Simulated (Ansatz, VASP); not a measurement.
ZrO5 in VASP and in Ansatz

File INCAR:

```
PREC = Accurate ; ENCUT = 520
EDIFF = 1E-6 ; ISMEAR = 0
SIGMA = 0.1 ; LREAL = F
LASPH = T ; NELM = 100
ALGO = Normal ; ISIF = 2
LWAVE = F ; LCHARG = F
GGA = PE ; NBANDS = 30
```

File KPOINTS:

```
Automatic mesh
0
Gamma
  6 6 4
```

File POSCAR:

```
ZrO5
1.0
    4.1472912200      0.0000000000      0.0000000000
   -2.0736456100      3.5916595500      0.0000000000
    0.0000000000      0.0000000000      4.1230867400
Zr O
1 5
Direct
    0.0000000000      0.0000000000      0.5000000000
    0.6700041300      0.0000000000      0.0000000000
    0.3299958700      0.3299958700      0.0000000000
    0.0000000000      0.6700041300      0.0000000000
    0.6666666700      0.3333333300      0.5000000000
    0.3333333300      0.6666666700      0.5000000000
```

Input for Ansatz:

```yaml
crystal:
  lattice:
    - [4.14729122, 0.0, 0.0]
    - [-2.07364561, 3.59165955, 0.0]
    - [0.0, 0.0, 4.12308674]
  atoms:
    - { symbol: Zr, position: [0.0, 0.0, 0.5] }
    - { symbol: O, position: [0.67000413, 0.0, 0.0] }
    - { symbol: O, position: [0.32999587, 0.32999587, 0.0] }
    - { symbol: O, position: [0.0, 0.67000413, 0.0] }
    - { symbol: O, position: [0.66666667, 0.33333333, 0.5] }
    - { symbol: O, position: [0.33333333, 0.66666667, 0.5] }
basis:
  ecutwfc: 420
kpoints:
  mp_grid: { grid: [6, 6, 4] }
hamiltonian:
  xc: pbe
scf:
  occupations: { method: gaussian, width: 0.1 }
  lower_state_search: "off"
output:
  forces: true
  stress: true
  eigenvalues: true
```

Change from the starting cell: species swapped into the MgSn5 type (P-62m, No. 189).

Alike in both runs: task single point; functional PBE; k mesh 6 × 6 × 4; occupations gaussian, width 0.1 eV; no spin polarisation.

|  | VASP | Ansatz |
| --- | --- | --- |
| version | VASP 6.6.1 | Ansatz 0.2.0 |
| potentials or method | VASP PAW PBE potentials, release 64 (Zr_sv, O), cutoff 520 eV | scalar-relativistic, plane waves, PAW |
| valence electrons in the cell | 42 | 42 |

|  | VASP | Ansatz | Ansatz less VASP |
| --- | --- | --- | --- |
| gap on the k mesh at the Fermi level (eV) | none | none | - |
| pressure (GPa) | -19.3 | -19.2 | +0.04 |
| traceless stress, the component that is largest in VASP (GPa) | 0.50 | 0.48 | -0.018 |
| rms of the force components (eV/Å) | 0.657 | 0.660 | +0.0033 |

Atom by atom the forces differ by 0.003 eV/Å (rms over components). A gap of «none» marks a metal or a gap that the smearing closes.

The k mesh is coarse, so the values compare programs but aren't converged.
